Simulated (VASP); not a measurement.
Set up this calculation in VASP 6.6.1, as the native input.

```yaml
Task: single point
Functional: PBEsol
Potentials_or_basis: VASP PAW PBE potentials, release 64 (Bi_d, Te)
Cutoff: 520 eV
k_mesh: 12 × 12 × 12
Occupations: gaussian, width 0.1 eV
Spin: no spin polarisation
Dipole_correction: no
Further_INCAR_settings: ALGO = Normal; EDIFF = 1e-07; NBANDS = 18
```

The structure of BiTe lies in POSCAR:

```
BiTe
1.0
    2.4918033985      1.4386433629      3.3621417417
   -2.4918033985      1.4386433629      3.3621417417
    0.0000000000     -2.8772867258      3.3621417417
Bi Te
1 1
Direct
    0.5000000000      0.5000000000      0.5000000000
    0.0000000000      0.0000000000      0.0000000000
```

This cell differs from its parent crystal: strained.

The input as run:

INCAR

```
PREC = Accurate ; ENCUT = 520
EDIFF = 1E-7 ; ISMEAR = 0
SIGMA = 0.1 ; LREAL = False
LASPH = True ; NELM = 100
ALGO = Normal ; ISIF = 2
LWAVE = False ; LCHARG = False
GGA = PS ; NBANDS = 18
```

KPOINTS

```
regular mesh
0
Gamma
  12 12 12
```

Potentials or basis: VASP PAW PBE potentials, release 64 (Bi_d, Te).

Command:

```bash
$ cat potpaw_PBE.64/Bi_d/POTCAR potpaw_PBE.64/Te/POTCAR > POTCAR
$ mpirun -np 1 vasp_std > vasp.out
```

It gave:

* Pressure: -5.2 GPa

Caveat: the cell differs from its parent crystal (strained); the PAW data sets were made with another functional, which shifts forces and pressure a little.

It took 4.2 min on 1 thread of Intel(R) Xeon(R) Platinum 8259CL CPU @ 2.50GHz (Skylake/Cascade Lake), with other jobs on the host, peak memory 0.39 GiB.
